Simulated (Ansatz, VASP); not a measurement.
## Two plane-wave programs on BP

INCAR

```
ALGO     = Normal         # electronic algorithm
EDIFF    = 1E-7           # SCF threshold, eV
EDIFFG   = -0.002         # ionic threshold
ENCUT    = 450            # plane-wave cutoff, eV
GGA      = PS             # functional
GGA_COMPAT= False        
IBRION   = 2              # ionic algorithm
ISIF     = 2              # what is computed and relaxed
ISMEAR   = 0              # smearing method
LASPH    = True           # aspherical terms in the spheres
LCHARG   = False          # write CHGCAR
LREAL    = False          # projectors in reciprocal space
LWAVE    = False          # write WAVECAR
NELM     = 120            # most SCF steps
NELMIN   = 4            
NSW      = 60             # ionic steps
PREC     = Accurate       # precision mode
SIGMA    = 0.02           # smearing width, eV
```

File KPOINTS:

```
k-points
0
Gamma
  10 10 10
```

File POSCAR:

```
BP
1.0
    0.0000000000      2.1719893105      2.3013877797
    2.1719893105      0.0000000000      2.3013877797
    2.1719893105      2.1719893105      0.0000000000
B P
1 1
Direct
    0.0000000000      0.0000000000      0.0000000000
    0.2500000000      0.2500000000      0.2500000000
```

Input for Ansatz:

```yaml
crystal:
  lattice:
    - [0.0, 2.1719893105, 2.3013877797]
    - [2.1719893105, 0.0, 2.3013877797]
    - [2.1719893105, 2.1719893105, 0.0]
  atoms:
    - { symbol: B, position: [0.0, 0.0, 0.0] }
    - { symbol: P, position: [0.25, 0.25, 0.25] }
basis:
  ecutwfc: 420
kpoints:
  mp_grid: { grid: [10, 10, 10] }
hamiltonian:
  xc: pbesol
  pseudopotentials: { kind: paw, azcp: { folder: soft_1 } }
scf:
  occupations: { method: gaussian, width: 0.02 }
output:
  forces: true
  stress: true
  eigenvalues: true
relax:
  adjacent_minimum: "off"
  f_tol: 0.002
  max_steps: 40
```

Change from the starting cell: strained cell.

Alike in both runs: task relaxation of the atoms; functional PBEsol; k mesh 10 × 10 × 10; occupations gaussian, width 0.02 eV; no spin polarisation.

|  | VASP | Ansatz |
| --- | --- | --- |
| version | VASP 6.6.1 | Ansatz 0.2.0 |
| potentials or method | VASP PAW PBE potentials, release 64 (B, P), cutoff 450 eV | scalar-relativistic, plane waves, PAW |
| valence electrons in the cell | 8 | 8 |

```csv
,VASP,Ansatz,Ansatz less VASP
"gap on the k mesh at the Fermi level, each at its own relaxed structure (eV)",0.58,0.59,+0.005
```

VASP's potentials were made for PBE, not for PBEsol, and Ansatz warns of the same on its side. Ansatz's warnings: stress scf threshold loose.

Noted on VASP's run: the relaxation stopped at its first step, so nothing moved.
